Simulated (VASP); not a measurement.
Input of a VASP 6.6.1 run:

File INCAR:

```
SYSTEM = HfBiBr2
PREC = Accurate
ENCUT = 600
EDIFF = 1E-7
ISMEAR = 0
SIGMA = 0.1
LREAL = .False.
LASPH = .True.
NELM = 60
ALGO = Normal
ISIF = 3
LWAVE = .False.
LCHARG = .False.
GGA = PE
IBRION = 2
NSW = 90
EDIFFG = -0.04
```

The input KPOINTS:

```
Automatic mesh
0
Gamma
  4 4 6
  0 0 0
```

The input POSCAR:

```
HfBiBr2
1.0
    6.0112416100      0.0000000000      0.0000000000
    0.0000000000      6.0112416100      0.0000000000
    0.0000000000      0.0000000000      2.7042194000
Hf Bi Br
1 1 2
Direct
    0.0000000000      0.0000000000      0.0000000000
    0.5000000000      0.5000000000      0.5000000000
    0.5000000000      0.0000000000      0.0000000000
    0.0000000000      0.5000000000      0.0000000000
```

Potentials or basis: VASP PAW PBE potentials, release 64 (Hf_pv, Bi_d, Br).

Run with:

```sh
$ cat potpaw_PBE.64/Hf_pv/POTCAR potpaw_PBE.64/Bi_d/POTCAR potpaw_PBE.64/Br/POTCAR > POTCAR
$ mpirun -np 1 vasp_std > vasp.out
```

(1) Predict the relaxed volume.

(2) Estimate the relaxed cell.

Answers

(1) 26.28 Å³/atom.

(2) a = 5.524 Å, b = 5.524 Å, c = 3.445 Å, α = 90.00°, β = 90.00°, γ = 90.00°.

Caveat: the k points lie up to 0.30 Å⁻¹ apart in the final cell, too coarse for converged energies and pressures of a metal; a cell axis changed by over 15 % at a fixed basis, so the end point is rough; an odd number of electrons without spin polarisation forces a metal; a magnetic or distorted state may lie lower.
